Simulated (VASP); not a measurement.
Here is a VASP 6.6.1 calculation.

The input POSCAR:

```
WC
1.0
    0.0000000000      2.3302751839      2.3302751839
    2.3302751839      0.0000000000      2.3302751839
    2.3302751839      2.3302751839      0.0000000000
W C
1 1
Direct
    0.0000000000      0.0000000000      0.0000000000
    0.2500000000      0.2500000000      0.2500000000
```

INCAR.step1

```
SYSTEM = WC
PREC     = Accurate       ! precision mode
ENCUT    = 520            ! plane-wave cutoff, eV
ISMEAR   = 0              ! smearing method
SIGMA    = 0.1            ! smearing width, eV
LREAL    = .False.        ! projectors in reciprocal space
LASPH    = .True.         ! aspherical terms in the spheres
NELM     = 80             ! most SCF steps
NBANDS   = 16             ! bands
GGA      = PE             ! functional
ALGO     = Normal         ! electronic algorithm
EDIFF    = 1E-4           ! SCF threshold, eV
LWAVE    = .True.         ! write WAVECAR
LCHARG   = .False.        ! write CHGCAR
```

The input INCAR.step2:

```
SYSTEM = WC
PREC     = Accurate       ! precision mode
ENCUT    = 520            ! plane-wave cutoff, eV
EDIFF    = 1E-6           ! SCF threshold, eV
ISMEAR   = 0              ! smearing method
SIGMA    = 0.1            ! smearing width, eV
LREAL    = .False.        ! projectors in reciprocal space
LASPH    = .True.         ! aspherical terms in the spheres
NELM     = 80             ! most SCF steps
ALGO     = Normal         ! electronic algorithm
ISIF     = 2              ! what is computed and relaxed
LWAVE    = .False.        ! write WAVECAR
LCHARG   = .False.        ! write CHGCAR
METAGGA  = R2SCAN         ! meta-GGA
LMIXTAU  = .True.       
NBANDS   = 16             ! bands
ISTART   = 1
```

KPOINTS

```
regular mesh
0
Gamma
  16 16 16
  0 0 0
```

Potentials or basis: VASP PAW PBE potentials, release 64 (W_sv, C).

Command:

```sh
$ cat potpaw_PBE.64/W_sv/POTCAR potpaw_PBE.64/C/POTCAR > POTCAR
$ cp INCAR.step1 INCAR
$ mpirun -np 1 vasp_std > vasp.out
$ cp INCAR.step2 INCAR
$ mpirun -np 1 vasp_std > vasp.out
```

(1) Predict the pressure.

(2) Predict the band gap on the k mesh.

## Answers

(1) 4.5 GPa.

(2) zero (band 9 reaches 10.10 eV, above the bottom of band 10 at 8.75 eV).

Caveat: the PAW data sets were made with another functional, which shifts forces and pressure a little; spin-orbit coupling is left out, which moves the levels of the heavy elements.
